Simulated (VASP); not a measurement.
**LiGeH3: single point with PBE**

Crystal: LiGeH3.

```
Li Ge H
1.0
     3.49398    0.00000    0.00000
     0.00000    3.49398    0.00000
     0.00000    0.00000    3.49398
Li Ge H
1 1 3
Direct
  0.50000 0.50000 0.50000
  0.00000 0.00000 0.00000
  0.50000 0.50000 0.00000
  0.00000 0.50000 0.50000
  0.50000 0.00000 0.50000
```

The cell was generated, and may not be a known phase.

```
Program             : VASP 6.6.1
Task                : single point
Functional          : PBE
Potentials or basis : VASP PAW PBE potentials, release 64 (Li_sv, Ge_d, H)
Cutoff              : 520 eV
k mesh              : 12 × 12 × 12
Occupations         : gaussian, width 0.1 eV
Spin                : no spin polarisation
```

- Band gap on the k mesh: zero (bands 10 and 11 overlap by 1.50 eV)

Levels at points of the mesh, in eV from the Fermi level:
| k point | band 8 | band 9 | band 10 | band 11 | band 12 | band 13 |
| --- | --- | --- | --- | --- | --- | --- |
| (0.00, 0.00, 0.00) | -0.32 | -0.32 | 0.32 | 1.44 | 1.44 | 1.44 |
| (0.50, 0.00, 0.00) | -6.51 | 0.04 | 0.41 | 3.08 | 3.08 | 6.47 |
| (0.50, 0.50, 0.00) | -5.10 | -5.10 | -2.81 | 4.25 | 4.37 | 4.37 |
| (0.50, 0.50, 0.50) | -2.97 | -2.97 | -2.97 | -1.09 | -1.09 | -1.09 |

Run time: 87 s on 1 thread of Intel(R) Xeon(R) Platinum 8259CL CPU @ 2.50GHz (Skylake/Cascade Lake), with other jobs on the host, peak memory 0.2 GiB.
